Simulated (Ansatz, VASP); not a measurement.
## One calculation of PbS, two programs

```
CELL_PARAMETERS angstrom
2.95027 -2.90963 0.00000
2.95027 2.90963 0.00000
-1.08364 0.00000 11.74819
ATOMIC_POSITIONS crystal
Pb 0.77560 0.77560 0.63638
Pb 0.22440 0.22440 0.36362
S 0.26840 0.26840 0.59860
S 0.73160 0.73160 0.40140
```

Change from the starting cell: volume scaled by 1.01, PAW files.

Alike in both runs: task electric field gradients; functional PBEsol; k mesh 7 × 7 × 3; occupations fermi-dirac, width 0.01 eV; no spin polarisation.

|  | VASP | Ansatz |
| --- | --- | --- |
| version | VASP 6.6.1 | Ansatz 0.2.0 |
| potentials or method | VASP PAW PBE potentials, release 64 (Pb_d, S) | PAW with Ansatz's default frozen-core files, scalar-relativistic |
| plane-wave cutoff (eV) | 520 | 420 |
| valence electrons in the cell | 40 | 40 |

```tsv
	VASP	Ansatz	Ansatz less VASP
gap on the k mesh at the Fermi level (eV)	1.29	1.29	+0.002
rms of the force components (eV/Å)	0.314	0.315	+0.0004
size of Vzz on the site where it differs most (V/Å²)	126.1	117.8	-8.33
```

VASP's potentials were made for PBE, not for PBEsol. Atom by atom the forces differ by 0.001 eV/Å (rms over components). Ansatz's warnings: xc potential rough in thin density.

Neither program's run includes spin-orbit coupling.
